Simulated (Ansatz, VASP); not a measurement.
## Two plane-wave programs on CuO

```
Cu O
1.0
     2.34044   -1.71078   -0.02293
     2.31974    1.68246   -0.01014
    -0.89088    0.02409    5.07863
Cu O
2 2
Direct
  0.99173 0.49395 0.99449
  0.49091 0.98042 0.49879
  0.57340 0.39839 0.25770
  0.39187 0.56104 0.73971
```

Change from the starting cell: kmesh displaced: [6, 6, 4] Gamma-centred.

Alike in both runs: task single point; functional PBEsol; k mesh 6 × 6 × 4; occupations gaussian, width 0.1 eV; no spin polarisation.

|  | VASP | Ansatz |
| --- | --- | --- |
| version | VASP 6.6.1 | Ansatz 0.2.0 |
| potentials or method | VASP PAW PBE potentials, release 64 (Cu_sv_GW, O), cutoff 820 eV | scalar-relativistic, plane waves, PAW |
| valence electrons in the cell | 50 | 50 |

Ansatz gave:

| Property | Result |
| --- | --- |
| gap on the k mesh at the Fermi level (eV) | none |
| pressure (GPa) | -1.3 |
| traceless stress, the component that is largest in VASP (GPa) | -2.54 |
| rms of the force components (eV/Å) | 0.330 |

Question: Which values does VASP return?

Answer: gap on the k mesh at the Fermi level (eV): none; pressure (GPa): -2.1; traceless stress, the component that is largest in VASP (GPa): -2.51; rms of the force components (eV/Å): 0.331.

VASP's potentials were made for PBE, not for PBEsol. Atom by atom the forces differ by 0.005 eV/Å (rms over components). A gap of «none» marks a metal or a gap that the smearing closes.

The k mesh is coarse, so the values compare programs but aren't converged.
